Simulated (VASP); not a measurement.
# AlN (P6_3/mmc) in VASP: a series of runs

The runs below take AlN through single point, with LDA, PBEsol.

All numbers are computed with VASP 6.6.1; they aren't measurements. Logs are shortened: lines on timing, memory, paths and dates and some standing lists are left out, and cuts for length are marked.

## 1. The cell of the first run

The structure is hexagonal, space group P6_3/mmc (No. 194). The conventional cell has a = 3.245 Å, b = 3.245 Å, c = 4.102 Å, α = 90.00°, β = 90.00°, γ = 120.00°. Within 2.5 Å of Al (site symmetry -6m2) lie 5 N at 1.87 to 2.05 Å. Within 2.5 Å of N (site symmetry -6m2) lie 5 Al at 1.87 to 2.05 Å.

## 2. Single point, LDA (volume scaled by 0.94)

File INCAR:

```
SYSTEM = AlN
ALGO     = Normal         ! electronic algorithm
EDIFF    = 1E-6           ! SCF threshold, eV
ENCUT    = 520            ! plane-wave cutoff, eV
ISIF     = 2              ! what is computed and relaxed
ISMEAR   = -1             ! smearing method
LASPH    = .TRUE.         ! aspherical terms in the spheres
LCHARG   = .FALSE.        ! write CHGCAR
LREAL    = .FALSE.        ! projectors in reciprocal space
LWAVE    = .FALSE.        ! write WAVECAR
NBANDS   = 16             ! bands
NELM     = 80             ! most SCF steps
PREC     = Accurate       ! precision mode
SIGMA    = 0.05           ! smearing width, eV
```

File KPOINTS:

```
k-points
0
G
  9 9 7
  0 0 0
```

File POSCAR:

```
AlN
1.0
    3.2445025711      0.0000000000      0.0000000000
   -1.6222512856      2.8098216493      0.0000000000
    0.0000000000      0.0000000000      4.1020785442
Al N
2 2
Direct
    0.6666666667      0.3333333333      0.2500000000
    0.3333333333      0.6666666667      0.7500000000
    0.6666666667      0.3333333333      0.7500000000
    0.3333333333      0.6666666667      0.2500000000
```

Potentials or basis: VASP PAW LDA potentials, release 64 (Al, N).

On the command line:

```console
$ cat potpaw_LDA.64/Al/POTCAR potpaw_LDA.64/N/POTCAR > POTCAR
$ mpirun -np 1 vasp_std > vasp.out
```

OUTCAR:

```text
SYSTEM = AlN
   EDIFF = 1E-6
   ENCUT = 520
   ISIF = 2
   ISMEAR = -1
   LASPH = .TRUE.
   LREAL = .FALSE.
   NELM = 80
   PREC = Accurate

 ion  position               nearest neighbor table
   1  0.667  0.333  0.250-   4 1.87   4 1.87   4 1.87   3 2.05   3 2.05   2 2.78   2 2.78   2 2.78
                             2 2.78   2 2.78   2 2.78
   2  0.333  0.667  0.750-   3 1.87   3 1.87   3 1.87   4 2.05   4 2.05   1 2.78   1 2.78   1 2.78
                             1 2.78   1 2.78   1 2.78
   3  0.667  0.333  0.750-   2 1.87   2 1.87   2 1.87   1 2.05   1 2.05
   4  0.333  0.667  0.250-   1 1.87   1 1.87   1 1.87   2 2.05   2 2.05

  LATTYP: Found a hexagonal cell.
 ALAT       =     3.2445025711
 C/A-ratio  =     1.2643166261

  Lattice vectors:

 A1 = (   3.2445025711,   0.0000000000,   0.0000000000)
 A2 = (  -1.6222512856,   2.8098216493,   0.0000000000)
 A3 = (   0.0000000000,   0.0000000000,   4.1020785442)

Analysis of symmetry for initial positions (statically):
=====================================================================
 Subroutine PRICEL returns:
 Original cell was already a primitive cell.

 Routine SETGRP: Setting up the symmetry group for a
 hexagonal supercell.

 Subroutine GETGRP returns: Found 24 space group operations
 (whereof 12 operations were pure point group operations)
 out of a pool of 24 trial point group operations.

The static configuration has the point symmetry D_3d.
 The point group associated with its full space group is D_6h.

Analysis of symmetry for dynamics (positions and initial velocities):
=====================================================================
 Subroutine PRICEL returns:
 Original cell was already a primitive cell.

 Routine SETGRP: Setting up the symmetry group for a
 hexagonal supercell.

 Subroutine GETGRP returns: Found 24 space group operations
 (whereof 12 operations were pure point group operations)
 out of a pool of 24 trial point group operations.

The dynamic configuration has the point symmetry D_3d.
 The point group associated with its full space group is D_6h.

 Subroutine INISYM returns: Found 24 space group operations
 (whereof 12 operations are pure point group operations),
 and found     1 'primitive' translations

----------------------------------------------------------------------------------------

                                     Primitive cell

  volume of cell :      37.3965

  direct lattice vectors                    reciprocal lattice vectors
     3.244502571  0.000000000  0.000000000     0.308213656  0.177947237  0.000000000
    -1.622251286  2.809821649  0.000000000     0.000000000  0.355894475  0.000000000
     0.000000000  0.000000000  4.102078544     0.000000000  0.000000000  0.243778852

  length of vectors
     3.244502571  3.244502571  4.102078544     0.355894475  0.355894475  0.243778852

  position of ions in fractional coordinates (direct lattice)
     0.666666667  0.333333333  0.250000000
     0.333333333  0.666666667  0.750000000
     0.666666667  0.333333333  0.750000000
     0.333333333  0.666666667  0.250000000

  ion indices of the primitive-cell ions
   primitive index   ion index
                 1           1
                 2           2
                 3           3
                 4           4

----------------------------------------------------------------------------------------

 KPOINTS: k-points

Automatic generation of k-mesh.
 Grid dimensions read from file:
 generate k-points for:    9    9    7

 Generating k-lattice:

  Cartesian coordinates                     Fractional coordinates (reciprocal lattice)
     0.034245962  0.019771915  0.000000000     0.111111111  0.000000000  0.000000000
     0.000000000  0.039543831  0.000000000     0.000000000  0.111111111  0.000000000
     0.000000000  0.000000000  0.034825550     0.000000000  0.000000000  0.142857143

  Length of vectors
     0.039543831  0.039543831  0.034825550

  Shift w.r.t. Gamma in fractional coordinates (k-lattice)
     0.000000000  0.000000000  0.000000000

 Subroutine IBZKPT returns following result:
 ===========================================

 Found     48 irreducible k-points:

 Following reciprocal coordinates:
            Coordinates               Weight
  0.000000  0.000000  0.000000      1.000000
  0.111111  0.000000  0.000000      6.000000
  0.222222 -0.000000  0.000000      6.000000
  0.333333  0.000000  0.000000      6.000000
  0.444444 -0.000000  0.000000      6.000000
  0.111111  0.111111  0.000000      6.000000
[... 16 lines left out ...]
  0.333333  0.222222  0.142857     24.000000
  0.333333  0.333333  0.142857      4.000000
 [... further k-points ...]
   k-points           NKPTS =     48   k-points in BZ     NKDIM =     48   number of bands    NBANDS=     16
   number of dos      NEDOS =    301   number of ions     NIONS =      4
   total plane-waves  NPLWV =  18432
   dimension x,y,z NGX =    24 NGY =   24 NGZ =   32
[... 69 lines left out ...]
  band No.  band energies     occupation
      1      -8.7218      2.00000
      2      -4.6782      2.00000
      3       1.1108      2.00000
      4       4.9471      2.00000
      5       4.9471      2.00000
      6       6.6736      2.00000
[... 8 lines left out ...]
     15      20.4188      0.00000
     16      20.4190      0.00000

 k-point     2 :       0.1111    0.0000    0.0000
  band No.  band energies     occupation
      1      -8.5692      2.00000
      2      -4.6720      2.00000
      3       1.2697      2.00000
      4       4.4240      2.00000
      5       4.7343      2.00000
      6       6.1974      2.00000
[... 8 lines left out ...]
     15      19.8106      0.00000
     16      20.3083      0.00000

 k-point     3 :       0.2222   -0.0000    0.0000
  band No.  band energies     occupation
      1      -8.1302      2.00000
      2      -4.7066      2.00000
      3       1.7332      2.00000
      4       3.2952      2.00000
      5       4.3043      2.00000
      6       5.2988      2.00000
[... 8 lines left out ...]
     15      18.8770      0.00000
     16      21.1322      0.00000

 k-point     4 :       0.3333    0.0000    0.0000
  band No.  band energies     occupation
      1      -7.4739      2.00000
      2      -4.9115      2.00000
      3       2.2653      2.00000
      4       2.4482      2.00000
      5       3.9171      2.00000
      6       4.4964      2.00000
[... 8 lines left out ...]
     15      20.0026      0.00000
     16      21.6760      0.00000

 k-point     5 :       0.4444   -0.0000    0.0000
  band No.  band energies     occupation
      1      -6.8056      2.00000
      2      -5.3041      2.00000
      3       1.7177      2.00000
      4       3.2114      2.00000
      5       3.6994      2.00000
      6       4.0236      2.00000
[... 8 lines left out ...]
     15      21.6591      0.00000
     16      22.0621      0.00000

 k-point     6 :       0.1111    0.1111    0.0000
  band No.  band energies     occupation
      1      -8.2731      2.00000
      2      -4.6856      2.00000
      3       1.5813      2.00000
      4       3.8443      2.00000
      5       4.0508      2.00000
      6       5.7782      2.00000
[... 8 lines left out ...]
     15      19.5577      0.00000
     16      20.8358      0.00000
[... 267 lines left out ...]
 k-point    21 :       0.4444    0.1111    0.1429
  band No.  band energies     occupation
      1      -6.4924      2.00000
      2      -5.4486      2.00000
      3       1.3007      2.00000
      4       3.1019      2.00000
      5       3.1821      2.00000
      6       4.4446      2.00000
[... 8 lines left out ...]
     15      21.0622      0.00000
     16      22.2173      0.00000

 k-point    22 :       0.2222    0.2222    0.1429
  band No.  band energies     occupation
      1      -7.0071      2.00000
      2      -5.1334      2.00000
      3       1.9634      2.00000
      4       2.1685      2.00000
      5       4.1435      2.00000
      6       4.2394      2.00000
[... 8 lines left out ...]
     15      20.6278      0.00000
     16      21.9150      0.00000

 k-point    23 :       0.3333    0.2222    0.1429
  band No.  band energies     occupation
      1      -6.3847      2.00000
      2      -5.4646      2.00000
      3       1.5108      2.00000
      4       2.4567      2.00000
      5       3.3378      2.00000
      6       4.7885      2.00000
[... 8 lines left out ...]
     15      20.5271      0.00000
     16      22.1208      0.00000

 k-point    24 :       0.3333    0.3333    0.1429
  band No.  band energies     occupation
      1      -5.8675      2.00000
      2      -5.8675      2.00000
      3       1.4090      2.00000
      4       2.7955      2.00000
      5       2.7955      2.00000
      6       5.3166      2.00000
[... 8 lines left out ...]
     15      19.9767      0.00000
     16      21.8047      0.00000

 [... further k-points ...]

------------------------ aborting loop because EDIFF is reached ----------------------------------------

  FORCE on cell =-STRESS in cart. coord.  units (eV):
  Direction    XX          YY          ZZ          XY          YZ          ZX
  --------------------------------------------------------------------------------------
  -------------------------------------------------------------------------------------
  Total        1.5289178      1.5289178      0.7205993     -0.0000000      0.0000000     -0.0000000
  in kB       65.5034049     65.5034049     30.8726253     -0.0000000      0.0000000     -0.0000000
  external PRESSURE =      53.9598117 kB  Pullay stress =       0.0000000 kB

 VOLUME and BASIS-vectors are now :
 -----------------------------------------------------------------------------
  energy-cutoff  :      520.00
  volume of cell :       37.40
      direct lattice vectors                 reciprocal lattice vectors
     3.244502571  0.000000000  0.000000000     0.308213656  0.177947237  0.000000000
    -1.622251286  2.809821649  0.000000000     0.000000000  0.355894475  0.000000000
     0.000000000  0.000000000  4.102078544     0.000000000  0.000000000  0.243778852

 POSITION                                       TOTAL-FORCE (eV/Angst)
 -----------------------------------------------------------------------------------
      1.62225      0.93661      1.02552         0.000000     -0.000000      0.000000
     -0.00000      1.87321      3.07656        -0.000000      0.000000      0.000000
      1.62225      0.93661      3.07656        -0.000000     -0.000000      0.000000
     -0.00000      1.87321      1.02552         0.000000      0.000000      0.000000
 -----------------------------------------------------------------------------------
    total drift:                                0.000000     -0.000000      0.000000

  FREE ENERGIE OF THE ION-ELECTRON SYSTEM (eV)
  ---------------------------------------------------
  free  energy   TOTEN  =       -32.4662561029 eV

  energy  without entropy=      -32.4662561029  energy(sigma->0) =      -32.46625610
```

Run time: 12 s. Hardware: 1 thread of AMD EPYC 7R13 (Zen 3), shared host; peak memory 0.11 GiB.

Results:

| Property | Result |
| --- | --- |
| Free energy | -32.4663 eV |
| Pressure | 5.4 GPa |
| Band gap on the k mesh | 3.75 eV, direct |

Stress tensor (GPa, compression positive):
```
6.55 0.00 0.00
0.00 6.55 0.00
0.00 0.00 3.09
```

Levels at points of the mesh, in eV from the valence-band top:
```tsv
k point	band 6	band 7	band 8	band 9	band 10	band 11
(0.00, 0.00, 0.00)	-1.73	-1.73	0.00	3.75	4.75	8.38
```

 A k mesh can miss the band edges.

## 3. Single point, PBEsol (volume scaled by 0.94)

File INCAR:

```
SYSTEM = AlN
PREC     = Accurate       ! precision mode
ENCUT    = 520            ! plane-wave cutoff, eV
EDIFF    = 1E-6           ! SCF threshold, eV
ISMEAR   = -1             ! smearing method
SIGMA    = 0.05           ! smearing width, eV
LREAL    = .False.        ! projectors in reciprocal space
LASPH    = .True.         ! aspherical terms in the spheres
NELM     = 100            ! most SCF steps
ALGO     = Normal         ! electronic algorithm
ISIF     = 2              ! what is computed and relaxed
LWAVE    = .False.        ! write WAVECAR
LCHARG   = .True.         ! write CHGCAR
GGA      = PS             ! functional
LELF     = .True.         ! ELF
LVHAR    = .True.       
NBANDS   = 16             ! bands
```

File KPOINTS:

```
regular mesh
0
Gamma
  9 9 7
  0 0 0
```

POSCAR is that of step 2.

Potentials or basis: VASP PAW PBE potentials, release 64 (Al, N).

On the command line:

```console
$ cat potpaw_PBE.64/Al/POTCAR potpaw_PBE.64/N/POTCAR > POTCAR
$ mpirun -np 1 vasp_std > vasp.out
```

Wall time 15 s (1 thread of AMD EPYC 7R13 (Zen 3), shared host); peak memory 0.13 GiB.

Results (log left out):

```yaml
Free_energy: -30.8887 eV
Pressure: 10.6 GPa
Band_gap_on_the_k_mesh: 3.64 eV, direct
```

Stress tensor (GPa, compression positive):
```
11.94  0.00  0.00
 0.00 11.94  0.00
 0.00  0.00  8.05
```

Levels at points of the mesh, in eV from the valence-band top:
| k point | band 6 | band 7 | band 8 | band 9 | band 10 | band 11 |
| --- | --- | --- | --- | --- | --- | --- |
| (0.00, 0.00, 0.00) | -1.74 | -1.74 | 0.00 | 3.64 | 4.85 | 8.47 |

Caveat: the PAW data sets were made with another functional, which shifts forces and pressure a little. A k mesh can miss the band edges.

## 4. Single point, LDA (volume scaled by 0.96)

File INCAR:

```
SYSTEM = AlN
ALGO     = Normal         ! electronic algorithm
EDIFF    = 1E-6           ! SCF threshold, eV
ENCUT    = 520            ! plane-wave cutoff, eV
ISIF     = 2              ! what is computed and relaxed
ISMEAR   = -1             ! smearing method
LASPH    = .True.         ! aspherical terms in the spheres
LCHARG   = .False.        ! write CHGCAR
LREAL    = .False.        ! projectors in reciprocal space
LWAVE    = .False.        ! write WAVECAR
NBANDS   = 16             ! bands
NELM     = 60             ! most SCF steps
PREC     = Accurate       ! precision mode
SIGMA    = 0.05           ! smearing width, eV
```

File KPOINTS:

```
k-points
0
Gamma
  9 9 7
  0 0 0
```

File POSCAR:

```
AlN
1.0
    3.2673519336      0.0000000000      0.0000000000
   -1.6336759668      2.8296097776      0.0000000000
    0.0000000000      0.0000000000      4.1309673730
Al N
2 2
Direct
    0.6666666667      0.3333333333      0.2500000000
    0.3333333333      0.6666666667      0.7500000000
    0.6666666667      0.3333333333      0.7500000000
    0.3333333333      0.6666666667      0.2500000000
```

Potentials or basis: VASP PAW LDA potentials, release 64 (Al, N).

On the command line:

```console
$ cat potpaw_LDA.64/Al/POTCAR potpaw_LDA.64/N/POTCAR > POTCAR
$ mpirun -np 1 vasp_std > vasp.out
```

Run time: 13 s. Hardware: 1 thread of AMD EPYC 7R13 (Zen 3), shared host; peak memory 0.11 GiB.

Results (log left out):

```yaml
Free_energy: -32.4811 eV
Pressure: 0.4 GPa
Band_gap_on_the_k_mesh: 3.59 eV, direct
```

Stress tensor (GPa, compression positive):
```
 1.17  0.00  0.00
 0.00  1.17  0.00
 0.00  0.00 -1.20
```

Levels at points of the mesh, in eV from the valence-band top:
```tsv
k point	band 5	band 6	band 7	band 8	band 9	band 10	band 11	band 12
(0.00, 0.00, 0.00)	-3.39	-1.69	-1.69	0.00	3.59	4.58	8.26	8.26
```

 A k mesh can miss the band edges.

## 5. Single point, PBEsol (volume scaled by 0.96)

File INCAR:

```
PREC = Accurate
ENCUT = 520
EDIFF = 1E-7
ISMEAR = -1
SIGMA = 0.05
LREAL = False
LASPH = True
NELM = 100
ALGO = Normal
ISIF = 2
LWAVE = False
LCHARG = False
GGA = PS
NBANDS = 16
```

File KPOINTS:

```
regular mesh
0
Gamma
  9 9 7
```

POSCAR is that of step 4.

Potentials or basis: VASP PAW PBE potentials, release 64 (Al, N).

On the command line:

```console
$ cat potpaw_PBE.64/Al/POTCAR potpaw_PBE.64/N/POTCAR > POTCAR
$ mpirun -np 1 vasp_std > vasp.out
```

Run time: 15 s. Hardware: 1 thread of AMD EPYC 7R13 (Zen 3), shared host; peak memory 0.12 GiB.

Results (log left out):

| Item | Value |
| --- | --- |
| Free energy | -30.9288 eV |
| Pressure | 5.4 GPa |
| Band gap on the k mesh | 3.49 eV, direct |

Stress tensor (GPa, compression positive):
```
6.36 0.00 0.00
0.00 6.36 0.00
0.00 0.00 3.56
```

Levels at points of the mesh, in eV from the valence-band top:
```csv
k point,band 6,band 7,band 8,band 9,band 10,band 11
"(0.00, 0.00, 0.00)",-1.70,-1.70,0.00,3.49,4.67,8.35
```

Caveat: the PAW data sets were made with another functional, which shifts forces and pressure a little. A k mesh can miss the band edges.

## 6. Summary

| level | potentials or basis | cell | gap on the mesh (eV) | pressure (GPa) |
| --- | --- | --- | --- | --- |
| LDA | VASP PAW LDA potentials, release 64 (Al, N) | a = 3.245, b = 3.245, c = 4.102 Å, angles 90.0, 90.0, 120.0°, 4 atoms | 3.75 | 5.4 |
| PBEsol | VASP PAW PBE potentials, release 64 (Al, N) | a = 3.245, b = 3.245, c = 4.102 Å, angles 90.0, 90.0, 120.0°, 4 atoms | 3.64 | 10.6 |
| LDA | VASP PAW LDA potentials, release 64 (Al, N) | a = 3.267, b = 3.267, c = 4.131 Å, angles 90.0, 90.0, 120.0°, 4 atoms | 3.59 | 0.4 |
| PBEsol | VASP PAW PBE potentials, release 64 (Al, N) | a = 3.267, b = 3.267, c = 4.131 Å, angles 90.0, 90.0, 120.0°, 4 atoms | 3.49 | 5.4 |

Alike in all rows: task single point; no spin polarisation; k mesh 9 × 9 × 7; cutoff (eV) 520; smearing fermi-dirac 0.05 eV.

Caveats: the PAW data sets were made with another functional, which shifts forces and pressure a little (some runs).

Total energies depend on the potentials used, so only differences within one code and one set of settings carry meaning.
